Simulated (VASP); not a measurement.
**Al3BiO3: single point with PBE**

Crystal: Al3BiO3.

```
Al Bi O
1.0
     0.00000   -3.05171    0.00000
    -9.25260    0.00000   -0.07026
     3.21506    0.00000   -8.77304
Al Bi O
6 2 6
Direct
  0.75000 0.67347 0.85985
  0.25000 0.86352 0.67206
  0.75000 0.18878 0.82067
  0.25000 0.32653 0.14015
  0.25000 0.81122 0.17933
  0.75000 0.13648 0.32794
  0.25000 0.64283 0.37081
  0.75000 0.35717 0.62919
  0.25000 0.75570 0.80279
  0.75000 0.98127 0.72186
  0.25000 0.21959 0.93298
  0.75000 0.24430 0.19721
  0.75000 0.78041 0.06702
  0.25000 0.01873 0.27814
```

```json
{
  "Program": "VASP 6.6.1",
  "Task": "single point",
  "Functional": "PBE",
  "Potentials or basis": "VASP PAW PBE potentials, release 64 (Al, Bi_d, O)",
  "Cutoff": "520 eV",
  "k mesh": "8 × 4 × 4",
  "Occupations": "gaussian, width 0.2 eV",
  "Spin": "no spin polarisation",
  "Dipole correction": "no",
  "Further INCAR settings": "ALGO = Normal; EDIFF = 1e-06; NBANDS = 55"
}
```

```json
{
 "Pressure": "0.0 GPa",
 "Largest force": "0.205 eV/Å",
 "Band gap on the k mesh": "zero (band 42 reaches 6.06 eV, above the bottom of band 43 at 5.89 eV)"
}
```

Forces in eV/Å, atoms in the order of the input:
```
Al  -0.058  0.000  0.116
Al   0.049  0.000  0.084
Al  -0.128  0.000  0.160
Al   0.058  0.000 -0.116
Al   0.128  0.000 -0.160
Al  -0.049  0.000 -0.084
Bi  -0.042  0.000  0.034
Bi   0.042  0.000 -0.034
O    0.065  0.000 -0.043
O    0.086  0.000  0.044
O   -0.029  0.000 -0.164
O   -0.065  0.000  0.043
O    0.029  0.000  0.164
O   -0.086  0.000 -0.044
```

Stress tensor (GPa, compression positive):
```
-0.77  0.00 -0.39
 0.00  1.91  0.00
-0.39  0.00 -1.16
```

Levels at points of the mesh, in eV from the Fermi level:
| k point | band 39 | band 40 | band 41 | band 42 | band 43 | band 44 | band 45 | band 46 |
| --- | --- | --- | --- | --- | --- | --- | --- | --- |
| (0.00, 0.00, 0.00) | -3.29 | -2.90 | -1.73 | -0.10 | 1.20 | 1.30 | 1.63 | 2.33 |
| (0.50, 0.00, 0.00) | -2.20 | -2.20 | -1.57 | -1.57 | 1.21 | 1.21 | 1.76 | 1.76 |
| (0.00, 0.50, 0.00) | -3.39 | -2.90 | -0.96 | 0.01 | 0.97 | 1.10 | 1.67 | 2.02 |
| (0.50, 0.50, 0.00) | -2.13 | -2.13 | -1.50 | -1.50 | 1.09 | 1.09 | 2.03 | 2.03 |
| (0.00, 0.00, 0.50) | -3.45 | -2.82 | -0.73 | -0.49 | 1.04 | 1.20 | 1.88 | 2.21 |
| (0.50, 0.00, 0.50) | -2.10 | -2.10 | -1.51 | -1.51 | 1.35 | 1.35 | 1.74 | 1.74 |
| (0.00, 0.50, 0.50) | -3.59 | -2.93 | -1.01 | -0.90 | 1.36 | 1.58 | 2.28 | 2.31 |
| (0.50, 0.50, 0.50) | -2.15 | -2.15 | -1.45 | -1.45 | 1.51 | 1.51 | 1.63 | 1.63 |

Wall time 9.8 min on 1 thread of Intel(R) Xeon(R) 6975P-C (Granite Rapids), on a shared host, peak memory 0.67 GiB.

Caveat: spin-orbit coupling is left out, which moves the levels of the heavy elements.
